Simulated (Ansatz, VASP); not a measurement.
**Cd2HgTe3: VASP beside Ansatz**

```xyz
6
Lattice="4.6900 0.0000 0.0000 -2.3450 4.0616 0.0000 0.0000 0.0000 11.4735" Properties=species:S:1:pos:R:3 pbc="T T T"
Cd    0.0000    2.7078    7.6426
Cd    2.3450    1.3539    3.8241
Hg    0.0000    0.0000   11.4736
Te    0.0000    2.7078   10.5095
Te    2.3450    1.3539    6.6957
Te    0.0000    0.0000    2.8801
```

Alike in both runs: functional PBE; k mesh 12 × 12 × 4; occupations gaussian, width 0.1 eV; no spin polarisation.

Ansatz relaxed the structure, and its values are those at the end. VASP's run is a single point on that final structure, the one shown.

|  | VASP | Ansatz |
| --- | --- | --- |
| version | VASP 6.6.1 | Ansatz 0.2.0 |
| potentials or method | VASP PAW PBE potentials, release 64 (Cd, Hg, Te), cutoff 520 eV | scalar-relativistic, plane waves, PAW |
| valence electrons in the cell | 54 | 108 |

Ansatz gave:

```
gap on the k mesh at the Fermi level (eV) : none
pressure (GPa)                            : 0.0
```

Question: Estimate VASP's values.

Answer: gap on the k mesh at the Fermi level (eV): none; pressure (GPa): 0.1.

A gap of «none» marks a metal or a gap that the smearing closes. With one functional, cell and mesh, what is left measures potentials, basis and numerics. VASP's potentials hold 54 valence electrons a cell and Ansatz's 108, so a difference there can come from the potentials and not from the codes.

Spin-orbit coupling is off throughout.
